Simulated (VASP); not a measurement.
Input of a VASP 6.6.1 run:

File INCAR:

```
ALGO = Normal
EDIFF = 1E-6
EDIFFG = -0.04
ENCUT = 600
GGA = PE
IBRION = 2
ISIF = 3
ISMEAR = 0
LASPH = T
LCHARG = F
LREAL = F
LWAVE = F
NELM = 80
NSW = 90
PREC = Accurate
SIGMA = 0.1
```

File KPOINTS:

```
k-points
0
Gamma
  4 4 4
```

Contents of POSCAR:

```
Ga3BSb2
1.0
    4.6226150000      0.0000000000      0.0000000000
    0.0000000000      4.6226150000      0.0000000000
    0.0000000000      0.0000000000      6.5829478400
Ga B Sb
3 1 2
Direct
    0.5000000000      0.5000000000      0.0000000000
    0.0000000000      0.0000000000      0.0000000000
    0.5000000000      0.5000000000      0.5000000000
    0.0000000000      0.0000000000      0.5000000000
    0.0000000000      0.5000000000      0.2679100000
    0.5000000000      0.0000000000      0.7320900000
```

Potentials or basis: VASP PAW PBE potentials, release 64 (Ga_d, B, Sb).

Launch:

```sh
$ cat potpaw_PBE.64/Ga_d/POTCAR potpaw_PBE.64/B/POTCAR potpaw_PBE.64/Sb/POTCAR > POTCAR
$ mpirun -np 1 vasp_std > vasp.out
```

Predict the space group after relaxing (to 0.1 Å).

P-4m2 (No. 115).

What does it give for the relaxed cell?

a = 4.031 Å, b = 4.031 Å, c = 8.563 Å, α = 90.00°, β = 90.00°, γ = 90.00°.

Estimate the band gap on the k mesh.

zero (bands 26 and 27 overlap by 2.28 eV).

Predict the relaxed volume.

23.19 Å³/atom.

Final structure:
```
Ga B Sb
1.0
     4.03148    0.00000    0.00000
     0.00000    4.03148    0.00000
     0.00000    0.00000    8.56251
Ga B Sb
3 1 2
Direct
  0.50000 0.50000 0.00000
  0.00000 0.00000 0.00000
  0.50000 0.50000 0.50000
  0.00000 0.00000 0.50000
  0.00000 0.50000 0.30140
  0.50000 0.00000 0.69860
```

Caveat: a cell axis changed by over 15 % at a fixed basis, so the end point is rough; spin-orbit coupling is left out, which moves the levels of the heavy elements.
